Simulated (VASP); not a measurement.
Crystal: Be2CdS2.

```
Be Cd S
1.0
     4.17636    0.00000    0.00000
    -2.08818    3.61684    0.00000
     0.00000    0.00000    6.18378
Be Cd S
2 1 2
Direct
  0.66667 0.33333 0.16925
  0.66667 0.33333 0.83075
  0.00000 0.00000 0.50000
  0.00000 0.00000 0.00000
  0.33333 0.66667 0.50000
```

The cell was built from a structure type or drawn by symmetry, and may not be a known phase.

* Program: VASP 6.6.1
* Task: relaxation of cell and atoms
* Functional: PBE
* Potentials or basis: VASP PAW PBE potentials, release 64 (Be, Cd, S)
* Cutoff: 600 eV
* k mesh: 12 × 12 × 6
* Occupations: gaussian, width 0.1 eV
* Spin: no spin polarisation

At the start: pressure 0.6 GPa; volume 18.68 Å³/atom.

Problem. Where does the relaxation end?

Solution. Over 25 steps the energy falls by 21.6 meV/atom and the volume is 17.66 Å³/atom (-5.4 %); space group P-6m2 (No. 187, to 0.1 Å) before and after.

The path:
| step | energy change (eV) | largest force (eV/Å) | pressure (GPa) | volume (Å³) |
| --- | --- | --- | --- | --- |
| 1 | 0.0000 | 0.0700 | 0.60 | 93.41 |
| 2 | -0.0043 | 0.0499 | -0.13 | 94.36 |
| 3 | -0.0045 | 0.0442 | -0.35 | 94.66 |
| 4 | -0.0069 | 0.0616 | -0.33 | 94.41 |
| 5 | -0.0137 | 0.1230 | -0.24 | 93.66 |
| 6 | -0.0274 | 0.2828 | 0.08 | 92.09 |
| 7 | -0.0257 | 0.7525 | 1.34 | 88.73 |
| 8 | -0.0346 | 0.4929 | 0.56 | 90.57 |
| 9 | -0.0345 | 0.5521 | 0.72 | 90.14 |
| 10 | -0.0351 | 0.5543 | 0.72 | 90.10 |
| 11 | -0.0367 | 0.5606 | 0.72 | 89.98 |
| 12 | -0.0397 | 0.5753 | 0.75 | 89.73 |
| 13 | -0.0439 | 0.6087 | 0.84 | 89.22 |
| 14 | -0.0425 | 0.6922 | 1.19 | 88.15 |
| 15 | -0.0447 | 0.6521 | 0.99 | 88.68 |
| 16 | -0.0519 | 0.6025 | 0.86 | 88.72 |
| 17 | -0.0699 | 0.4698 | 0.49 | 88.83 |
| 18 | -0.0919 | 0.2666 | -0.12 | 89.03 |
| 19 | -0.0993 | 0.0766 | -0.82 | 89.38 |
| 20 | -0.1004 | 0.0996 | -0.70 | 89.31 |
| 21 | -0.1047 | 0.0746 | -0.33 | 88.76 |
| 22 | -0.1071 | 0.0402 | 0.25 | 87.98 |
| 23 | -0.1071 | 0.0382 | 0.27 | 87.94 |
| 24 | -0.1077 | 0.0206 | 0.15 | 88.12 |
| 25 | -0.1079 | 0.0020 | -0.01 | 88.32 |

Final structure:
```yaml
crystal:
  lattice:
    - [4.39968, 0.00000, 0.00000]
    - [-2.19984, 3.81023, 0.00000]
    - [0.00000, 0.00000, 5.26869]
  atoms:
    - { symbol: Be, position: [0.66667, 0.33333, 0.21795] }
    - { symbol: Be, position: [0.66667, 0.33333, 0.78205] }
    - { symbol: Cd, position: [0.00000, 0.00000, 0.50000] }
    - { symbol: S, position: [0.00000, 0.00000, 0.00000] }
    - { symbol: S, position: [0.33333, 0.66667, 0.50000] }
```
